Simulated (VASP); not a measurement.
# Ru in VASP: single point with PBE+D3(BJ)

Aim: the single point of Ru with PBE+D3(BJ).

All numbers are computed with VASP 6.6.1; they aren't measurements. Logs are shortened: lines on timing, memory, paths and dates and some standing lists are left out, and cuts for length are marked.

**1. The cell of the first run**

The cell holds a molecule in a box, 1 atom: a = 15.000 Å, b = 15.500 Å, c = 16.000 Å, α = 90.00°, β = 90.00°, γ = 90.00°.

**2. Single point, PBE+D3(BJ), collinear spin, ferromagnetic start**

The input, INCAR:

```
SYSTEM = Ru
PREC     = Accurate       ! precision mode
ENCUT    = 520            ! plane-wave cutoff, eV
EDIFF    = 1E-6           ! SCF threshold, eV
ISMEAR   = 0              ! smearing method
SIGMA    = 0.005          ! smearing width, eV
LREAL    = .False.        ! projectors in reciprocal space
LASPH    = .True.         ! aspherical terms in the spheres
NELM     = 150            ! most SCF steps
ALGO     = Normal         ! electronic algorithm
ISIF     = 2              ! what is computed and relaxed
LWAVE    = .False.        ! write WAVECAR
LCHARG   = .True.         ! write CHGCAR
ISPIN    = 2              ! spin polarisation
MAGMOM   = 4              ! initial moments
LORBIT   = 11             ! projections on sites
LMAXMIX  = 4              ! l up to which the mixer works
GGA      = PE             ! functional
IVDW     = 12             ! dispersion correction
LELF     = .True.         ! ELF
LVHAR    = .True.       
ISYM     = 0            
NBANDS   = 17             ! bands
```

The input, KPOINTS:

```
regular mesh
0
Gamma
  1 1 1
  0 0 0
```

The input, POSCAR:

```
Ru
1.0
   15.0000000000      0.0000000000      0.0000000000
    0.0000000000     15.5000000000      0.0000000000
    0.0000000000      0.0000000000     16.0000000000
Ru
1
Direct
    0.5000000000      0.5000000000      0.5000000000
```

Potentials or basis: VASP PAW PBE potentials, release 64 (Ru_pv).

Launch:

```bash
cat potpaw_PBE.64/Ru_pv/POTCAR > POTCAR
mpirun -np 1 vasp_gam > vasp.out
```

OUTCAR:

```text
SYSTEM = Ru
   PREC = Accurate
   ENCUT = 520
   EDIFF = 1E-6
   ISMEAR = 0
   LREAL = .False.
   LASPH = .True.
   NELM = 150
   ISIF = 2
   ISPIN = 2
   LORBIT = 11
   GGA = PE
   IVDW = 12
   ISYM = 0
 IVDW          = 12

 ion  position               nearest neighbor table
   1  0.500  0.500  0.500-

IMPORTANT INFORMATION: All symmetrisations will be switched off!
NOSYMM: (Re-)initialisation of all symmetry stuff for point group C_1.

----------------------------------------------------------------------------------------

                                     Primitive cell

  volume of cell :    3720.0000

  direct lattice vectors                    reciprocal lattice vectors
    15.000000000  0.000000000  0.000000000     0.066666667  0.000000000  0.000000000
     0.000000000 15.500000000  0.000000000     0.000000000  0.064516129  0.000000000
     0.000000000  0.000000000 16.000000000     0.000000000  0.000000000  0.062500000

  length of vectors
    15.000000000 15.500000000 16.000000000     0.066666667  0.064516129  0.062500000

  position of ions in fractional coordinates (direct lattice)
     0.500000000  0.500000000  0.500000000

  ion indices of the primitive-cell ions
   primitive index   ion index
                 1           1

----------------------------------------------------------------------------------------

 KPOINTS: regular mesh

Automatic generation of k-mesh.
 Grid dimensions read from file:
 generate k-points for:    1    1    1

 Generating k-lattice:

  Cartesian coordinates                     Fractional coordinates (reciprocal lattice)
     0.066666667  0.000000000  0.000000000     1.000000000  0.000000000  0.000000000
     0.000000000  0.064516129  0.000000000     0.000000000  1.000000000  0.000000000
     0.000000000  0.000000000  0.062500000     0.000000000  0.000000000  1.000000000

  Length of vectors
     0.066666667  0.064516129  0.062500000

  Shift w.r.t. Gamma in fractional coordinates (k-lattice)
     0.000000000  0.000000000  0.000000000

 Subroutine IBZKPT returns following result:
 ===========================================

 Found      1 irreducible k-points:

 Following reciprocal coordinates:
            Coordinates               Weight
  0.000000  0.000000  0.000000      1.000000
   k-points           NKPTS =      1   k-points in BZ     NKDIM =      1   number of bands    NBANDS=     17
   number of dos      NEDOS =    301   number of ions     NIONS =      1
   total plane-waves  NPLWV = ******
   dimension x,y,z NGX =   112 NGY =  120 NGZ =  120
   dimension x,y,z NGXF=   224 NGYF=  240 NGZF=  240
   ions per type =               1
   NGX,Y,Z   is equivalent  to a cutoff of  12.41, 12.87, 12.47 a.u.
   NGXF,Y,Z  is equivalent  to a cutoff of  24.83, 25.74, 24.94 a.u.
 SYSTEM =  Ru
   PREC   = accura    normal or accurate (medium, high low for compatibility)
   ISTART =      0    job   : 0-new  1-cont  2-samecut
   ICHARG =      2    charge: 1-file 2-atom 10-const
   ISPIN  =      2    spin polarized calculation?
   LNONCOLLINEAR =      F non collinear calculations
   LSORBIT =      F    spin-orbit coupling
   LASPH  =      T    aspherical Exc in radial PAW
   ENCUT  =  520.0 eV  38.22 Ry    6.18 a.u.  27.89 28.82 29.75*2*pi/ulx,y,z
   NELM   =    150;   NELMIN=  2; NELMDL= -5     # of ELM steps
   EDIFF  = 0.1E-05   stopping-criterion for ELM
   LREAL  =      F    real-space projection
   EDIFFG = 0.1E-04   stopping-criterion for IOM
   NSW    =      0    number of steps for IOM
   IBRION =     -1    ionic relax: 0-MD 1-quasi-New 2-CG
   NFREE  =      0    steps in history (QN), initial steepest desc. (CG)
   ISIF   =      2    stress and relaxation
   ISYM   =      0    0-nonsym 1-usesym 2-fastsym
   POTIM  = 0.5000    time-step for ionic-motion
   TEBEG  =    0.0;   TEEND  =   0.0 temperature during run
   PSTRESS=    0.0 pullay stress
   NELECT =      14.0000    total number of electrons
   NUPDOWN=      -1.0000    fix difference up-down
   EMIN   =  10.00;   EMAX   =-10.00  energy-range for DOS
   EFERMI =   0.00;   METHOD = LEGACY
   ISMEAR =     0;   SIGMA  =   0.01  broadening in eV -4-tet -1-fermi 0-gaus
   EFERMI_NEDOS =   21; number of points for ismear=-14 and -15
   IALGO  =     38    algorithm
   IMIX   =      4    mixing-type and parameters
     AMIX     =   0.40;   BMIX     =  1.00
     AMIX_MAG =   1.60;   BMIX_MAG =  1.00
  volume/ion in A,a.u.               =    3720.00     25103.80
  Fermi-wavevector in a.u.,A,eV,Ry     =   0.254646  0.481211  0.882263  0.064844
  Thomas-Fermi vector in A             =   1.076024
   LORBIT       =     11    0 simple, 1 ext, 2 COOP (PROOUT), +10 PAW based schemes
   GGA     = PE    functional components
   LHFCALC =     F    Hartree Fock is set to
   AEXX    =    0.0000 exact exchange contribution
   IVDW    =    12    specifies the selected vdW correction
   LEPSILON=     F    determine dielectric tensor
   LRPA    =     F    only Hartree local field effects (RPA)
 spin polarized calculation
 Gauss-broadening in eV      SIGMA  =   0.01
  energy-cutoff  :      520.00
  volume of cell :     3720.00
 maximum number of plane-waves:     50071
 NGX is ok and might be reduce to   112
   NGX = 55   NGY = 57   NGZ = 59

 number of electron      14.0000000 magnetization       4.0000001

 Free energy of the ion-electron system (eV)
  ---------------------------------------------------
  ext. energy  EPLUGINS =         0.00000000
  ---------------------------------------------------
  free energy    TOTEN  =        -2.47540213 eV

  energy without entropy =       -2.47540213  energy(sigma->0) =       -2.47540213

 E-fermi :  -4.0875     XC(G=0):  -0.2996

 val. band max:       -4.1518684714   @ k =   0.0000   0.0000   0.0000
 cond. band min:      -3.3382223519   @ k =   0.0000   0.0000   0.0000
 fundamental gap:      0.8136461194
 Fermi energy:        -4.0874753933

 spin component 1

 k-point     1 :       0.0000    0.0000    0.0000
  band No.  band energies     occupation
      1     -47.0168      1.00000
      2     -47.0166      1.00000
      3     -47.0164      1.00000
      4      -6.1857      1.00000
      5      -6.1856      1.00000
      6      -6.1855      1.00000
      7      -5.4333      1.00000
      8      -5.4332      1.00000
      9      -4.6689      1.00000
     10      -1.1074      0.00000
     11      -1.1066      0.00000
     12      -1.1055      0.00000
     13      -0.1287      0.00000
     14       0.4743      0.00000
     15       0.4968      0.00000
     16       0.5488      0.00000
     17       0.5985      0.00000
 Fermi energy:        -4.0874753933

 spin component 2

 k-point     1 :       0.0000    0.0000    0.0000
  band No.  band energies     occupation
      1     -44.9153      1.00000
      2     -44.9151      1.00000
      3     -44.9148      1.00000
      4      -4.1523      1.00000
      5      -4.1519      1.00000
      6      -3.3382      0.00000
      7      -3.3379      0.00000
      8      -3.3374      0.00000
      9      -3.1986      0.00000
     10      -0.1645      0.00000
     11      -0.1607      0.00000
     12      -0.1564      0.00000
     13       0.0460      0.00000
     14       0.5847      0.00000
     15       0.6238      0.00000
     16       0.7579      0.00000
     17       0.7976      0.00000

------------------------ aborting loop because EDIFF is reached ----------------------------------------

 Edisp (eV)   -0.00012

 E8    (eV) :    -0.0000

  FORCE on cell =-STRESS in cart. coord.  units (eV):
  Direction    XX          YY          ZZ          XY          YZ          ZX
  --------------------------------------------------------------------------------------
  -------------------------------------------------------------------------------------
  Total      -0.01008    -0.01197    -0.01072    -0.00022     0.00049     0.00010
  in kB      -0.00434    -0.00516    -0.00462    -0.00009     0.00021     0.00004
  external pressure =       -0.00 kB  Pullay stress =        0.00 kB

 VOLUME and BASIS-vectors are now :
 -----------------------------------------------------------------------------
  energy-cutoff  :      520.00
  volume of cell :     3720.00
      direct lattice vectors                 reciprocal lattice vectors
    15.000000000  0.000000000  0.000000000     0.066666667  0.000000000  0.000000000
     0.000000000 15.500000000  0.000000000     0.000000000  0.064516129  0.000000000
     0.000000000  0.000000000 16.000000000     0.000000000  0.000000000  0.062500000

 POSITION                                       TOTAL-FORCE (eV/Angst)
 -----------------------------------------------------------------------------------
      7.50000      7.75000      8.00000         0.000000      0.000000     -0.000000
 -----------------------------------------------------------------------------------
    total drift:                                0.000000      0.000000     -0.000000

  FREE ENERGIE OF THE ION-ELECTRON SYSTEM (eV)
  ---------------------------------------------------
  free  energy   TOTEN  =        -2.4755184395 eV

  energy  without entropy=       -2.4755184395  energy(sigma->0) =       -2.47551844

 total charge

# of ion       s       p       d       tot
------------------------------------------
    1        0.278   5.962   5.996  12.235

 magnetization (x)

# of ion       s       p       d       tot
------------------------------------------
    1        0.278   0.005   2.611   2.894
```

Wall time 23 min (1 thread of AMD EPYC 7R43 (Zen 3), shared host); peak memory 3.5 GiB.

What came out:

```yaml
Free_energy: -2.4755 eV
Gap_between_the_frontier_levels: 0.81 eV
Net_moment: 4.00 μB per cell
Site_moments: Ru +2.89 μB
Valence_electrons_inside_the_program's_atomic_spheres: Ru 12.23
Dispersion_energy_per_atom: 0.000 eV
```

Levels at points of the mesh, in eV from the valence-band top:
Spin up:
```csv
k point,band 5,band 6,band 7,band 8,band 9,band 10,band 11,band 12,band 13,band 14
"(0.00, 0.00, 0.00)",-2.03,-2.03,-1.28,-1.28,-0.52,3.04,3.05,3.05,4.02,4.63
```
Spin down:
| k point | band 1 | band 2 | band 3 | band 4 | band 5 | band 6 | band 7 | band 8 | band 9 | band 10 |
| --- | --- | --- | --- | --- | --- | --- | --- | --- | --- | --- |
| (0.00, 0.00, 0.00) | -40.76 | -40.76 | -40.76 | 0.00 | 0.00 | 0.81 | 0.81 | 0.81 | 0.95 | 3.99 |
